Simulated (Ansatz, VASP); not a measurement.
**Sc: VASP beside Ansatz**

The input INCAR:

```
PREC = Accurate
ENCUT = 520
EDIFF = 1E-6
ISMEAR = 0
SIGMA = 0.15
LREAL = F
LASPH = T
NELM = 60
ALGO = Fast
ISIF = 2
LWAVE = F
LCHARG = F
GGA = PE
NBANDS = 18
```

File KPOINTS:

```
Automatic mesh
0
Gamma
  15 15 10
```

File POSCAR:

```
Sc
1.0
    3.3748000000      0.0000000000      0.0000000000
   -1.6874000000      2.9226625327      0.0000000000
    0.0000000000      0.0000000000      4.7496000000
Sc
2
Direct
    0.3333333333      0.6666666667      0.2500000000
    0.6666666667      0.3333333333      0.7500000000
```

Input for Ansatz:

```yaml
crystal:
  lattice:
    - [3.3748, 0.0, 0.0]
    - [-1.6874, 2.9226625327, 0.0]
    - [0.0, 0.0, 4.7496]
  atoms:
    - { symbol: Sc, position: [0.3333333333, 0.6666666667, 0.25] }
    - { symbol: Sc, position: [0.6666666667, 0.3333333333, 0.75] }
basis:
  ecutwfc: 520.0
kpoints:
  mp_grid: { grid: [15, 15, 10] }
hamiltonian:
  xc: pbe
  pseudopotentials: { kind: paw }
scf:
  occupations: { method: gaussian, width: 0.15 }
output:
  forces: true
  stress: true
  eigenvalues: true
```

Alike in both runs: task single point; functional PBE; k mesh 15 × 15 × 10; occupations gaussian, width 0.15 eV; no spin polarisation.

|  | VASP | Ansatz |
| --- | --- | --- |
| version | VASP 6.6.1 | Ansatz 0.2.0 |
| potentials or method | VASP PAW PBE potentials, release 64 (Sc_sv), cutoff 520 eV | scalar-relativistic, plane waves, PAW |
| valence electrons in the cell | 22 | 22 |

Ansatz gave:

| Item | Value |
| --- | --- |
| gap on the k mesh at the Fermi level (eV) | none |
| pressure (GPa) | 2.9 |
| traceless stress, the component that is largest in VASP (GPa) | 5.25 |

Problem. Which values does VASP return?

Solution. gap on the k mesh at the Fermi level (eV): none; pressure (GPa): 3.0; traceless stress, the component that is largest in VASP (GPa): 5.26.

A gap of «none» marks a metal or a gap that the smearing closes. With one functional, cell and mesh, what is left measures potentials, basis and numerics.
